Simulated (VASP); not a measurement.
# Co in VASP: notebook

The runs below take Co through single point, with PBE.

All numbers are computed with VASP 6.6.1; they aren't measurements. Logs are shortened: lines on timing, memory, paths and dates and some standing lists are left out, and cuts for length are marked.

## 1. The cell of the first run

The cell holds a wire or tube with vacuum around it, 2 atoms: a = 9.000 Å, b = 9.300 Å, c = 4.351 Å, α = 90.00°, β = 90.00°, γ = 90.00°.

## 2. Single point, PBE, collinear spin, ferromagnetic start

Contents of INCAR:

```
  PREC = Accurate
  ENCUT = 520
  EDIFF = 1E-6
  ISMEAR = 0
  SIGMA = 0.05
  LREAL = False
  LASPH = True
  NELM = 150
  ALGO = Fast
  ISIF = 2
  LWAVE = False
  LCHARG = False
  ISPIN = 2
  MAGMOM = 1.99 1.99
  LORBIT = 11
  LMAXMIX = 4
  GGA = PE
  NBANDS = 20
```

Contents of KPOINTS:

```
regular mesh
0
Gamma
  1 1 15
```

Contents of POSCAR:

```
Co
1.0
    9.0000000000      0.0000000000      0.0000000000
    0.0000000000      9.3000000000      0.0000000000
    0.0000000000      0.0000000000      4.3513191070
Co
2
Direct
    0.5000000000      0.5000000000     -0.0057238435
    0.5000000000      0.5000000000      0.4707238435
```

Potentials or basis: VASP PAW PBE potentials, release 64 (Co).

Command:

```console
$ cat potpaw_PBE.64/Co/POTCAR > POTCAR
$ mpirun -np 1 vasp_std > vasp.out
```

OUTCAR:

```text
PREC = Accurate
   ENCUT = 520
   EDIFF = 1E-6
   ISMEAR = 0
   LREAL = False
   LASPH = True
   NELM = 150
   ISIF = 2
   ISPIN = 2
   LORBIT = 11
   GGA = PE

 ion  position               nearest neighbor table
   1  0.500  0.500  0.994-   2 2.07   2 2.28
   2  0.500  0.500  0.471-   1 2.07   1 2.28

  LATTYP: Found a simple orthorhombic cell.
 ALAT       =     4.3513191070
 B/A-ratio  =     2.0683383082
 C/A-ratio  =     2.1372829184

  Lattice vectors:

 A1 = (   0.0000000000,   0.0000000000,   4.3513191070)
 A2 = (   9.0000000000,   0.0000000000,   0.0000000000)
 A3 = (   0.0000000000,   9.3000000000,   0.0000000000)

Analysis of symmetry for initial positions (statically):
=====================================================================
 Subroutine PRICEL returns:
 Original cell was already a primitive cell.

 Routine SETGRP: Setting up the symmetry group for a
 simple orthorhombic supercell.

 Subroutine GETGRP returns: Found  8 space group operations
 (whereof  4 operations were pure point group operations)
 out of a pool of  8 trial point group operations.

The static configuration has the point symmetry C_2v.
 The point group associated with its full space group is D_2h.

Analysis of symmetry for dynamics (positions and initial velocities):
=====================================================================
 Subroutine PRICEL returns:
 Original cell was already a primitive cell.

 Routine SETGRP: Setting up the symmetry group for a
 simple orthorhombic supercell.

 Subroutine GETGRP returns: Found  8 space group operations
 (whereof  4 operations were pure point group operations)
 out of a pool of  8 trial point group operations.

The dynamic configuration has the point symmetry C_2v.
 The point group associated with its full space group is D_2h.

Analysis of structural, dynamic, and magnetic symmetry:
=====================================================================
 Subroutine PRICEL returns:
 Original cell was already a primitive cell.

 Routine SETGRP: Setting up the symmetry group for a
 simple orthorhombic supercell.

 Subroutine GETGRP returns: Found  8 space group operations
 (whereof  4 operations were pure point group operations)
 out of a pool of  8 trial point group operations.

The overall configuration has the point symmetry C_2v.
 The point group associated with its full space group is D_2h.

 Subroutine INISYM returns: Found  8 space group operations
 (whereof  4 operations are pure point group operations),
 and found     1 'primitive' translations

----------------------------------------------------------------------------------------

                                     Primitive cell

  volume of cell :     364.2054

  direct lattice vectors                    reciprocal lattice vectors
     9.000000000  0.000000000  0.000000000     0.111111111  0.000000000  0.000000000
     0.000000000  9.300000000  0.000000000     0.000000000  0.107526882  0.000000000
     0.000000000  0.000000000  4.351319107     0.000000000  0.000000000  0.229815368

  length of vectors
     9.000000000  9.300000000  4.351319107     0.111111111  0.107526882  0.229815368

  position of ions in fractional coordinates (direct lattice)
     0.500000000  0.500000000  0.994276156
     0.500000000  0.500000000  0.470723843

  ion indices of the primitive-cell ions
   primitive index   ion index
                 1           1
                 2           2

----------------------------------------------------------------------------------------

 KPOINTS: regular mesh

Automatic generation of k-mesh.
 Grid dimensions read from file:
 generate k-points for:    1    1   15

 Generating k-lattice:

  Cartesian coordinates                     Fractional coordinates (reciprocal lattice)
     0.111111111  0.000000000  0.000000000     1.000000000  0.000000000  0.000000000
     0.000000000  0.107526882  0.000000000     0.000000000  1.000000000  0.000000000
     0.000000000  0.000000000  0.015321025     0.000000000  0.000000000  0.066666667

  Length of vectors
     0.111111111  0.107526882  0.015321025

  Shift w.r.t. Gamma in fractional coordinates (k-lattice)
     0.000000000  0.000000000  0.000000000

 Subroutine IBZKPT returns following result:
 ===========================================

 Found      8 irreducible k-points:

 Following reciprocal coordinates:
            Coordinates               Weight
  0.000000  0.000000  0.000000      1.000000
  0.000000  0.000000  0.066667      2.000000
  0.000000  0.000000  0.133333      2.000000
  0.000000  0.000000  0.200000      2.000000
  0.000000  0.000000  0.266667      2.000000
  0.000000  0.000000  0.333333      2.000000
  0.000000  0.000000  0.400000      2.000000
  0.000000  0.000000  0.466667      2.000000
   k-points           NKPTS =      8   k-points in BZ     NKDIM =      8   number of bands    NBANDS=     20
   number of dos      NEDOS =    301   number of ions     NIONS =      2
   total plane-waves  NPLWV = 156800
   dimension x,y,z NGX =    70 NGY =   70 NGZ =   32
   dimension x,y,z NGXF=   140 NGYF=  140 NGZF=   64
   ions per type =               2
   NGX,Y,Z   is equivalent  to a cutoff of  12.93, 12.51, 12.23 a.u.
   NGXF,Y,Z  is equivalent  to a cutoff of  25.86, 25.03, 24.45 a.u.
 SYSTEM =  unknown system
   PREC   = accura    normal or accurate (medium, high low for compatibility)
   ISTART =      0    job   : 0-new  1-cont  2-samecut
   ICHARG =      2    charge: 1-file 2-atom 10-const
   ISPIN  =      2    spin polarized calculation?
   LNONCOLLINEAR =      F non collinear calculations
   LSORBIT =      F    spin-orbit coupling
   LASPH  =      T    aspherical Exc in radial PAW
   ENCUT  =  520.0 eV  38.22 Ry    6.18 a.u.  16.73 17.29  8.09*2*pi/ulx,y,z
   NELM   =    150;   NELMIN=  2; NELMDL= -5     # of ELM steps
   EDIFF  = 0.1E-05   stopping-criterion for ELM
   LREAL  =      F    real-space projection
   EDIFFG = 0.1E-04   stopping-criterion for IOM
   NSW    =      0    number of steps for IOM
   IBRION =     -1    ionic relax: 0-MD 1-quasi-New 2-CG
   NFREE  =      0    steps in history (QN), initial steepest desc. (CG)
   ISIF   =      2    stress and relaxation
   ISYM   =      2    0-nonsym 1-usesym 2-fastsym
   POTIM  = 0.5000    time-step for ionic-motion
   TEBEG  =    0.0;   TEEND  =   0.0 temperature during run
   PSTRESS=    0.0 pullay stress
   NELECT =      18.0000    total number of electrons
   NUPDOWN=      -1.0000    fix difference up-down
   EMIN   =  10.00;   EMAX   =-10.00  energy-range for DOS
   EFERMI =   0.00;   METHOD = LEGACY
   ISMEAR =     0;   SIGMA  =   0.05  broadening in eV -4-tet -1-fermi 0-gaus
   EFERMI_NEDOS =   21; number of points for ismear=-14 and -15
   IALGO  =     68    algorithm
   IMIX   =      4    mixing-type and parameters
     AMIX     =   0.40;   BMIX     =  1.00
     AMIX_MAG =   1.60;   BMIX_MAG =  1.00
  volume/ion in A,a.u.               =     182.10      1228.89
  Fermi-wavevector in a.u.,A,eV,Ry     =   0.600782  1.135313  4.910872  0.360939
  Thomas-Fermi vector in A             =   1.652770
   LORBIT       =     11    0 simple, 1 ext, 2 COOP (PROOUT), +10 PAW based schemes
   GGA     = PE    functional components
   LHFCALC =     F    Hartree Fock is set to
   AEXX    =    0.0000 exact exchange contribution
   IVDW    =     0    specifies the selected vdW correction
   LEPSILON=     F    determine dielectric tensor
   LRPA    =     F    only Hartree local field effects (RPA)
 spin polarized calculation
 RMM-DIIS sequential band-by-band and
 Gauss-broadening in eV      SIGMA  =   0.05
  energy-cutoff  :      520.00
  volume of cell :      364.21
 maximum number of plane-waves:      9838
 NGX is ok and might be reduce to    70
   NGX = 33   NGY = 35   NGZ = 17

 number of electron      17.9999998 magnetization       4.4821260

 Free energy of the ion-electron system (eV)
  ---------------------------------------------------
  ext. energy  EPLUGINS =         0.00000000
  ---------------------------------------------------
  free energy    TOTEN  =        -7.74255149 eV

  energy without entropy =       -7.73685389  energy(sigma->0) =       -7.73970269

 E-fermi :  -3.6451     XC(G=0):  -2.3044

 val. band max:       -3.6758911613   @ k =   0.0000   0.0000   0.4000
 cond. band min:      -3.6299251115   @ k =   0.0000   0.0000   0.4000
 fundamental gap:      0.0459660498
 Fermi energy:        -3.6451426685

 spin component 1

 k-point     1 :       0.0000    0.0000    0.0000
  band No.  band energies     occupation
      1      -8.4928      1.00000
      2      -7.1632      1.00000
      3      -7.1632      1.00000
      4      -6.1698      1.00000
      5      -6.1694      1.00000
      6      -5.9143      1.00000
[... 12 lines left out ...]
     19       2.6654      0.00000
     20       3.0772      0.00000
[... 139 lines left out ...]
 k-point     8 :       0.0000    0.0000    0.4667
  band No.  band energies     occupation
      1      -6.6453      1.00000
      2      -6.3863      1.00000
      3      -6.3862      1.00000
      4      -5.9475      1.00000
      5      -5.9472      1.00000
      6      -5.9450      1.00000
[... 12 lines left out ...]
     19       3.1017      0.00000
     20       3.6233      0.00000
 Fermi energy:        -3.6451426685

 spin component 2

 k-point     1 :       0.0000    0.0000    0.0000
  band No.  band energies     occupation
      1      -7.3382      1.00000
      2      -5.4308      1.00000
      3      -5.4308      1.00000
      4      -4.7656      1.00000
      5      -4.0979      1.00000
      6      -4.0972      1.00000
[... 12 lines left out ...]
     19       2.6441      0.00000
     20       3.0629      0.00000
[... 139 lines left out ...]
 k-point     8 :       0.0000    0.0000    0.4667
  band No.  band energies     occupation
      1      -5.0699      1.00000
      2      -4.6339      1.00000
      3      -4.6338      1.00000
      4      -4.3196      1.00000
      5      -3.9948      1.00000
      6      -3.9947      1.00000
[... 12 lines left out ...]
     19       3.0884      0.00000
     20       3.6099      0.00000

------------------------ aborting loop because EDIFF is reached ----------------------------------------

  FORCE on cell =-STRESS in cart. coord.  units (eV):
  Direction    XX          YY          ZZ          XY          YZ          ZX
  --------------------------------------------------------------------------------------
  -------------------------------------------------------------------------------------
  Total       -0.0398578     -0.0284034     -0.1610849      0.0000000      0.0000000      0.0000000
  in kB       -0.1753387     -0.1249493     -0.7086292      0.0000000      0.0000000      0.0000000
  external PRESSURE =      -0.3363057 kB  Pullay stress =       0.0000000 kB

 VOLUME and BASIS-vectors are now :
 -----------------------------------------------------------------------------
  energy-cutoff  :      520.00
  volume of cell :      364.21
      direct lattice vectors                 reciprocal lattice vectors
     9.000000000  0.000000000  0.000000000     0.111111111  0.000000000  0.000000000
     0.000000000  9.300000000  0.000000000     0.000000000  0.107526882  0.000000000
     0.000000000  0.000000000  4.351319107     0.000000000  0.000000000  0.229815368

 POSITION                                       TOTAL-FORCE (eV/Angst)
 -----------------------------------------------------------------------------------
      4.50000      4.65000      4.32641         0.000000      0.000000     -0.011178
      4.50000      4.65000      2.04827         0.000000      0.000000      0.011178
 -----------------------------------------------------------------------------------
    total drift:                                0.000000      0.000000      0.000040

  FREE ENERGIE OF THE ION-ELECTRON SYSTEM (eV)
  ---------------------------------------------------
  free  energy   TOTEN  =        -7.7425514863 eV

  energy  without entropy=       -7.7368538950  energy(sigma->0) =       -7.73970269

 total charge

# of ion       s       p       d       tot
------------------------------------------
    1        0.538   0.155   7.246   7.939
    2        0.538   0.155   7.246   7.939
--------------------------------------------------
tot          1.076   0.309  14.492  15.877

 magnetization (x)

# of ion       s       p       d       tot
------------------------------------------
    1        0.055   0.013   2.090   2.159
    2        0.055   0.013   2.090   2.159
--------------------------------------------------
tot          0.111   0.026   4.181   4.317
```

It took 2.8 min on 1 thread of Intel Xeon Platinum 8488C (Sapphire Rapids), shared host; peak memory 0.52 GiB.

Results:

- Free energy: -7.7426 eV
- Largest force: 0.011 eV/Å
- Net moment: 4.48 μB per cell
- Site moments: Co +2.16 μB
- Valence electrons inside the program's atomic spheres: Co 7.94

Forces on the atoms (eV/Å):
```
Co   0.000  0.000 -0.011
Co   0.000  0.000  0.011
```

## 3. Single point, PBE, collinear spin, ferromagnetic start

This run uses another cell than the first one.

Contents of INCAR:

```
PREC = Accurate ; ENCUT = 520
EDIFF = 1E-7 ; ISMEAR = 0
SIGMA = 0.05 ; LREAL = F
LASPH = T ; NELM = 150
ALGO = Normal ; ISIF = 2
LWAVE = F ; LCHARG = F
ISPIN = 2 ; MAGMOM = 1.99 1.99
LORBIT = 11 ; LMAXMIX = 4
GGA = PE ; NBANDS = 20
```

KPOINTS is that of step 2.

Contents of POSCAR:

```
Co
1.0
    9.0000000000      0.0000000000      0.0000000000
    0.0000000000      9.3000000000      0.0000000000
    0.0000000000      0.0000000000      4.3797386264
Co
2
Direct
    0.5000000000      0.5000000000      0.0000000000
    0.5000000000      0.5000000000      0.4650000000
```

Potentials or basis: VASP PAW PBE potentials, release 64 (Co).

Command:

```console
$ cat potpaw_PBE.64/Co/POTCAR > POTCAR
$ mpirun -np 1 vasp_std > vasp.out
```

Run time: 2.7 min. Hardware: 1 thread of Intel Xeon Platinum 8488C (Sapphire Rapids), shared host; peak memory 0.55 GiB.

It converged, with:

* Free energy: -7.7348 eV
* Largest force: 0.297 eV/Å
* Net moment: 4.53 μB per cell
* Site moments: Co +2.17 μB
* Valence electrons inside the program's atomic spheres: Co 7.94

Forces in eV/Å, atoms in the order of the input:
```
Co   0.000  0.000 -0.297
Co   0.000  0.000  0.297
```

Levels at points of the mesh, in eV from the Fermi level:
Spin up:
```tsv
k point	band 9	band 10	band 11	band 12	band 13	band 14
(0.00, 0.00, 0.00)	-1.06	-0.99	-0.99	1.89	1.90	4.01
```
Spin down:
| k point | band 3 | band 4 | band 5 | band 6 | band 7 | band 8 | band 9 | band 10 |
| --- | --- | --- | --- | --- | --- | --- | --- | --- |
| (0.00, 0.00, 0.00) | -1.84 | -1.16 | -0.49 | -0.49 | 0.29 | 0.29 | 1.11 | 1.17 |
